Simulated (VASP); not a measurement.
Here is a VASP 6.6.1 calculation.

File INCAR:

```
PREC = Accurate
ENCUT = 520
EDIFF = 1E-6
ISMEAR = 0
SIGMA = 0.02
LREAL = F
LASPH = T
NELM = 80
ALGO = Normal
ISIF = 2
LWAVE = F
LCHARG = F
NBANDS = 28
```

KPOINTS

```
Automatic mesh
0
Gamma
  10 10 10
```

Contents of POSCAR:

```
SrTiO3
1.0
    3.8547583473      0.0000000000      0.0000000000
    0.0000000000      3.8547583473      0.0000000000
    0.0000000000      0.0000000000      3.8547583473
Sr Ti O
1 1 3
Direct
    0.0000000000      0.0000000000      0.0000000000
    0.5000000000      0.5000000000      0.5000000000
    0.5000000000      0.0000000000      0.5000000000
    0.5000000000      0.5000000000      0.0000000000
    0.0000000000      0.5000000000      0.5000000000
```

Potentials or basis: VASP PAW LDA potentials, release 64 (Sr_sv, Ti_sv, O).

Run with:

```console
$ cat potpaw_LDA.64/Sr_sv/POTCAR potpaw_LDA.64/Ti_sv/POTCAR potpaw_LDA.64/O/POTCAR > POTCAR
$ mpirun -np 1 vasp_std > vasp.out
```

Task: What does it give for the pressure?

Result: 1.0 GPa.

Task: What does it give for the band gap on the k mesh?

Result: 1.82 eV (least direct gap 2.15 eV).

A k mesh can miss the band edges.
